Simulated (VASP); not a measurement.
Set up this calculation in VASP 6.6.1, as the native input.

| Property | Result |
| --- | --- |
| Task | single point |
| Functional | PBE |
| Potentials or basis | VASP PAW PBE potentials, release 64 (Pb_d, S) |
| Cutoff | 520 eV |
| k mesh | 11 × 11 × 11 |
| Occupations | fermi-dirac, width 0.1 eV |
| Spin | no spin polarisation |
| Dipole correction | no |
| Further INCAR settings | ALGO = Normal; EDIFF = 1e-06; NBANDS = 17 |

The structure of PbS (CsCl type) lies in POSCAR:

```
PbS
1.0
    3.2729830496      0.0000000000      0.0000000000
    0.0000000000      3.2729830496      0.0000000000
    0.0000000000      0.0000000000      3.2729830496
Pb S
1 1
Direct
    0.0000000000      0.0000000000      0.0000000000
    0.5000000000      0.5000000000      0.5000000000
```

This cell differs from its parent crystal: volume scaled by 0.72, core large.

The input as run:

INCAR

```
PREC = Accurate
ENCUT = 520
EDIFF = 1E-6
ISMEAR = -1
SIGMA = 0.1
LREAL = F
LASPH = T
NELM = 60
ALGO = Normal
ISIF = 2
LWAVE = F
LCHARG = T
GGA = PE
LELF = T
LVHAR = T
NBANDS = 17
```

KPOINTS

```
regular mesh
0
Gamma
  11 11 11
```

Potentials or basis: VASP PAW PBE potentials, release 64 (Pb_d, S).

Launch:

```sh
$ cat potpaw_PBE.64/Pb_d/POTCAR potpaw_PBE.64/S/POTCAR > POTCAR
$ mpirun -np 1 vasp_std > vasp.out
```

It gave:

* Pressure: 36.6 GPa
* Band gap on the k mesh: zero (band 10 reaches 11.15 eV, above the bottom of band 11 at 9.27 eV)

Caveat: spin-orbit coupling is left out, which moves the levels of the heavy elements.

Wall time 12 s on 1 thread of Intel Xeon 6975P-C (shared host), peak memory 0.16 GiB.
